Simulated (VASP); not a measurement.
# InPd (Pm-3m) in VASP: notebook, part 2 of 2

VASP 6.6.1. The steps go on from the part before.

## 4. Relaxation of cell and atoms, r2SCAN

This run uses another cell than the first one, of 17.51 Å³/atom.

The input, POSCAR:

```
InPd
1.0
    3.2718847800      0.0000000000      0.0000000000
    0.0000000000      3.2718847800      0.0000000000
    0.0000000000      0.0000000000      3.2718847800
In Pd
1 1
Direct
    0.0000000000      0.0000000000      0.0000000000
    0.5000000000      0.5000000000      0.5000000000
```

The input, INCAR.step1:

```
PREC = Accurate ; ENCUT = 600
ISMEAR = -1 ; SIGMA = 0.1
LREAL = F ; LASPH = T
NELM = 100 ; GGA = PE
ALGO = Normal ; EDIFF = 1E-4
LWAVE = T ; LCHARG = F
```

The input, INCAR.step2:

```
PREC = Accurate ; ENCUT = 600
EDIFF = 1E-7 ; ISMEAR = -1
SIGMA = 0.1 ; LREAL = F
LASPH = T ; NELM = 100
ALGO = Normal ; ISIF = 3
LWAVE = F ; LCHARG = F
METAGGA = R2SCAN ; LMIXTAU = T
IBRION = 2 ; NSW = 100
EDIFFG = -0.002 ; ISTART = 1
```

The input, KPOINTS:

```
Automatic mesh
0
Gamma
  14 14 14
```

Potentials or basis: VASP PAW PBE potentials, release 64 (In_d, Pd).

Command:

```bash
$ cat potpaw_PBE.64/In_d/POTCAR potpaw_PBE.64/Pd/POTCAR > POTCAR
$ cp INCAR.step1 INCAR
$ mpirun -np 1 vasp_std > vasp.out
$ cp INCAR.step2 INCAR
$ mpirun -np 1 vasp_std > vasp.out
```

OUTCAR:

```text
PREC = Accurate
   ENCUT = 600
   EDIFF = 1E-7
   ISMEAR = -1
   LREAL = F
   LASPH = T
   NELM = 100
   ISIF = 3
   METAGGA = R2SCAN
   IBRION = 2
   NSW = 100
   EDIFFG = -0.002
   ISTART = 1

 ion  position               nearest neighbor table
   1  0.000  0.000  0.000-   2 2.83   2 2.83   2 2.83   2 2.83   2 2.83   2 2.83   2 2.83   2 2.83

   2  0.500  0.500  0.500-   1 2.83   1 2.83   1 2.83   1 2.83   1 2.83   1 2.83   1 2.83   1 2.83

  LATTYP: Found a simple cubic cell.
 ALAT       =     3.2718847800

  Lattice vectors:

 A1 = (   3.2718847800,   0.0000000000,   0.0000000000)
 A2 = (   0.0000000000,   3.2718847800,   0.0000000000)
 A3 = (   0.0000000000,   0.0000000000,   3.2718847800)

Analysis of symmetry for initial positions (statically):
=====================================================================
 Subroutine PRICEL returns:
 Original cell was already a primitive cell.

 Routine SETGRP: Setting up the symmetry group for a
 simple cubic supercell.

 Subroutine GETGRP returns: Found 48 space group operations
 (whereof 48 operations were pure point group operations)
 out of a pool of 48 trial point group operations.

The static configuration has the point symmetry O_h .

Analysis of symmetry for dynamics (positions and initial velocities):
=====================================================================
 Subroutine PRICEL returns:
 Original cell was already a primitive cell.

 Routine SETGRP: Setting up the symmetry group for a
 simple cubic supercell.

 Subroutine GETGRP returns: Found 48 space group operations
 (whereof 48 operations were pure point group operations)
 out of a pool of 48 trial point group operations.

The dynamic configuration has the point symmetry O_h .

 Subroutine INISYM returns: Found 48 space group operations
 (whereof 48 operations are pure point group operations),
 and found     1 'primitive' translations

----------------------------------------------------------------------------------------

                                     Primitive cell

  volume of cell :      35.0263

  direct lattice vectors                    reciprocal lattice vectors
     3.271884780  0.000000000  0.000000000     0.305634234  0.000000000  0.000000000
     0.000000000  3.271884780  0.000000000     0.000000000  0.305634234  0.000000000
     0.000000000  0.000000000  3.271884780     0.000000000  0.000000000  0.305634234

  length of vectors
     3.271884780  3.271884780  3.271884780     0.305634234  0.305634234  0.305634234

  position of ions in fractional coordinates (direct lattice)
     0.000000000  0.000000000  0.000000000
     0.500000000  0.500000000  0.500000000

  ion indices of the primitive-cell ions
   primitive index   ion index
                 1           1
                 2           2

----------------------------------------------------------------------------------------

 KPOINTS: Automatic mesh

Automatic generation of k-mesh.
 Grid dimensions read from file:
 generate k-points for:   14   14   14

 Generating k-lattice:

  Cartesian coordinates                     Fractional coordinates (reciprocal lattice)
[... 47 lines left out ...]
   ions per type =               1   1
   NGX,Y,Z   is equivalent  to a cutoff of  14.23, 14.23, 14.23 a.u.
   NGXF,Y,Z  is equivalent  to a cutoff of  28.45, 28.45, 28.45 a.u.
 SYSTEM =  unknown system
   PREC   = accura    normal or accurate (medium, high low for compatibility)
   ISTART =      1    job   : 0-new  1-cont  2-samecut
   ICHARG =      0    charge: 1-file 2-atom 10-const
   ISPIN  =      1    spin polarized calculation?
   LNONCOLLINEAR =      F non collinear calculations
   LSORBIT =      F    spin-orbit coupling
   LASPH  =      T    aspherical Exc in radial PAW
   ENCUT  =  600.0 eV  44.10 Ry    6.64 a.u.   6.53  6.53  6.53*2*pi/ulx,y,z
   NELM   =    100;   NELMIN=  2; NELMDL=  0     # of ELM steps
   EDIFF  = 0.1E-06   stopping-criterion for ELM
   LREAL  =      F    real-space projection
   EDIFFG = -.2E-02   stopping-criterion for IOM
   NSW    =    100    number of steps for IOM
   IBRION =      2    ionic relax: 0-MD 1-quasi-New 2-CG
   NFREE  =      1    steps in history (QN), initial steepest desc. (CG)
   ISIF   =      3    stress and relaxation
   ISYM   =      2    0-nonsym 1-usesym 2-fastsym
   POTIM  = 0.5000    time-step for ionic-motion
   TEBEG  =    0.0;   TEEND  =   0.0 temperature during run
   PSTRESS=    0.0 pullay stress
   NELECT =      23.0000    total number of electrons
   NUPDOWN=      -1.0000    fix difference up-down
   EMIN   =  10.00;   EMAX   =-10.00  energy-range for DOS
   EFERMI =   0.00;   METHOD = LEGACY
   ISMEAR =    -1;   SIGMA  =   0.10  broadening in eV -4-tet -1-fermi 0-gaus
   EFERMI_NEDOS =   21; number of points for ismear=-14 and -15
   IALGO  =     38    algorithm
   IMIX   =      4    mixing-type and parameters
     AMIX     =   0.40;   BMIX     =  1.00
     AMIX_MAG =   1.60;   BMIX_MAG =  1.00
  volume/ion in A,a.u.               =      17.51       118.18
  Fermi-wavevector in a.u.,A,eV,Ry     =   1.422938  2.688964 27.548447  2.024754
  Thomas-Fermi vector in A             =   2.543589
   LORBIT       =      0    0 simple, 1 ext, 2 COOP (PROOUT), +10 PAW based schemes
   METAGGA = R2SCAN    functional components
   LHFCALC =     F    Hartree Fock is set to
   AEXX    =    0.0000 exact exchange contribution
   IVDW    =     0    specifies the selected vdW correction
   LEPSILON=     F    determine dielectric tensor
   LRPA    =     F    only Hartree local field effects (RPA)
 conjugate gradient relaxation of ions
 non-spin polarized calculation
  energy-cutoff  :      600.00
  volume of cell :       35.03
 maximum number of plane-waves:      1193
 NGX is ok and might be reduce to    28
   NGX = 13   NGY = 13   NGZ = 13

--------------------------------------- Ionic step        1  -------------------------------------------

 number of electron      23.0000010 magnetization

 Free energy of the ion-electron system (eV)
  ---------------------------------------------------
  ext. energy  EPLUGINS =         0.00000000
  ---------------------------------------------------
  free energy    TOTEN  =       -46.65407558 eV

  energy without entropy =      -46.63368040  energy(sigma->0) =      -46.64387799

------------------------ aborting loop because EDIFF is reached ----------------------------------------

  FORCE on cell =-STRESS in cart. coord.  units (eV):
  Direction    XX          YY          ZZ          XY          YZ          ZX
  --------------------------------------------------------------------------------------
  -------------------------------------------------------------------------------------
  Total        0.0086209      0.0086209      0.0086209      0.0000000      0.0000000      0.0000000
  in kB        0.3943388      0.3943388      0.3943388      0.0000000      0.0000000      0.0000000
  external PRESSURE =       0.3943388 kB  Pullay stress =       0.0000000 kB
[... 59 lines left out ...]
--------------------------------------- Ionic step        3  -------------------------------------------

 number of electron      23.0000010 magnetization

 Free energy of the ion-electron system (eV)
  ---------------------------------------------------
  ext. energy  EPLUGINS =         0.00000000
  ---------------------------------------------------
  free energy    TOTEN  =       -46.65407588 eV

  energy without entropy =      -46.63366565  energy(sigma->0) =      -46.64387077

 E-fermi :  10.4826     XC(G=0): -13.2440

 val. band max:       10.4485655118   @ k =   0.3571   0.2143   0.1429
 cond. band min:      10.5048560428   @ k =   0.2857   0.0714   0.0000
 fundamental gap:      0.0562905310
 Fermi energy:        10.4826400920

 k-point     1 :       0.0000    0.0000    0.0000
  band No.  band energies     occupation
      1      -5.1620      2.00000
      2      -5.1620      2.00000
      3      -4.7379      2.00000
      4      -4.7379      2.00000
      5      -4.7379      2.00000
      6      -0.0499      2.00000
      7       6.3932      2.00000
      8       6.3932      2.00000
      9       8.0111      2.00000
     10       8.0111      2.00000
     11       8.0111      2.00000
     12      14.9064      0.00000
     13      14.9064      0.00000
     14      14.9064      0.00000
[... 401 lines left out ...]
      2      -4.9222      2.00000
      3      -4.8390      2.00000
      4      -4.7829      2.00000
      5      -4.7743      2.00000
      6       2.6281      2.00000
      7       5.8663      2.00000
      8       6.7144      2.00000
      9       7.1851      2.00000
     10       7.3083      2.00000
     11       7.7894      2.00000
     12      10.0626      1.97048
     13      14.2131      0.00000
     14      18.7667      0.00000
     15      19.0374      0.00000

 [... further k-points ...]
[... 5 lines left out ...]
  --------------------------------------------------------------------------------------
  -------------------------------------------------------------------------------------
  Total        0.0022515      0.0022515      0.0022515     -0.0000000     -0.0000000      0.0000000
  in kB        0.1029548      0.1029548      0.1029548     -0.0000000     -0.0000000      0.0000000
  external PRESSURE =       0.1029548 kB  Pullay stress =       0.0000000 kB
[... 17 lines left out ...]
  FREE ENERGIE OF THE ION-ELECTRON SYSTEM (eV)
  ---------------------------------------------------
  free  energy   TOTEN  =       -46.6540758773 eV

  energy  without entropy=      -46.6336656543  energy(sigma->0) =      -46.64387077

 reached required accuracy - stopping structural energy minimisation
```

OUTCAR.step1:

```text
PREC = Accurate
   ENCUT = 600
   ISMEAR = -1
   LREAL = F
   LASPH = T
   NELM = 100
[... 652 lines left out ...]
 -----------------------------------------------------------------------------------
      0.00000      0.00000      0.00000         0.000000      0.000000      0.000000
      1.63594      1.63594      1.63594         0.000000      0.000000      0.000000
 -----------------------------------------------------------------------------------
    total drift:                               -0.000000      0.000000      0.000000

  FREE ENERGIE OF THE ION-ELECTRON SYSTEM (eV)
  ---------------------------------------------------
  free  energy   TOTEN  =        -8.7464802520 eV

  energy  without entropy=       -8.7231447123  energy(sigma->0) =       -8.73481248
```

OSZICAR.step1:

```text
N       E                     dE             d eps       ncg     rms          rms(c)
DAV:   1     0.173085555221E+03    0.17309E+03   -0.12488E+04  3621   0.222E+03
DAV:   2    -0.617157642297E+00   -0.17370E+03   -0.16923E+03  3747   0.436E+02
DAV:   3    -0.880710914001E+01   -0.81900E+01   -0.81112E+01  4510   0.983E+01
DAV:   4    -0.895127951361E+01   -0.14417E+00   -0.14415E+00  4444   0.124E+01
DAV:   5    -0.895733856925E+01   -0.60591E-02   -0.60590E-02  5351   0.224E+00    0.645E+00
DAV:   6    -0.878821128375E+01    0.16913E+00   -0.41839E-01  4237   0.995E+00    0.308E+00
DAV:   7    -0.875376313431E+01    0.34448E-01   -0.73693E-02  4745   0.530E+00    0.136E+00
DAV:   8    -0.874717031413E+01    0.65928E-02   -0.20850E-02  4097   0.147E+00    0.376E-01
DAV:   9    -0.874647472390E+01    0.69559E-03   -0.19622E-03  4622   0.787E-01    0.549E-02
DAV:  10    -0.874648025195E+01   -0.55281E-05   -0.37051E-05  2276   0.108E-01
   1 F= -.87464803E+01 E0= -.87348125E+01  d E =-.233355E-01
```

Run time: 11 min. Hardware: 1 thread of Intel Xeon 8259CL, shared host; peak memory 0.24 GiB.

Results:

```yaml
Free_energy: -46.6541 eV
Relaxed_volume: 17.52 Å³/atom
Relaxed_cell: a = 3.272 Å, b = 3.272 Å, c = 3.272 Å, α = 90.00°, β = 90.00°, γ = 90.00°
Space_group_after_relaxing_to_0.1_Å: Pm-3m (No. 221)
Energy_gained_by_relaxing: 0.0 meV/atom
Ionic_steps: 3
Pressure_after_relaxing: 0.0 GPa
Band_gap_on_the_k_mesh: zero (an odd number of electrons rules out a gap without spin polarisation)
```

Final structure:
```xyz
2
Lattice="3.2723 0.0000 0.0000 0.0000 3.2723 0.0000 0.0000 0.0000 3.2723" Properties=species:S:1:pos:R:3 pbc="T T T"
In    0.0000    0.0000    0.0000
Pd    1.6361    1.6361    1.6361
```

Caveat: the PAW data sets were made with another functional, which shifts forces and pressure a little; spin-orbit coupling is left out, which moves the levels of the heavy elements.

## 5. Summary

| task | cell | cutoff (eV) | smearing | gap on the mesh (eV) | pressure (GPa) |
| --- | --- | --- | --- | --- | --- |
| single point | a = 3.267 Å, 2 atoms | 520 | fermi-dirac 0.1 eV | none | 0.6 |
| single point | a = 3.267 Å, 2 atoms | 520 | gaussian 0.005 eV | none | 0.6 |
| relaxation of cell and atoms | relaxed from a = 3.272 Å, 2 atoms | 600 | fermi-dirac 0.1 eV | none | 0.0 |

Alike in all rows: level r2SCAN; potentials or basis VASP PAW PBE potentials, release 64 (In_d, Pd); no spin polarisation; k mesh 14 × 14 × 14.

Caveats: the PAW data sets were made with another functional, which shifts forces and pressure a little; spin-orbit coupling is left out, which moves the levels of the heavy elements.

Absolute energies hang on the potentials; compare differences alone.
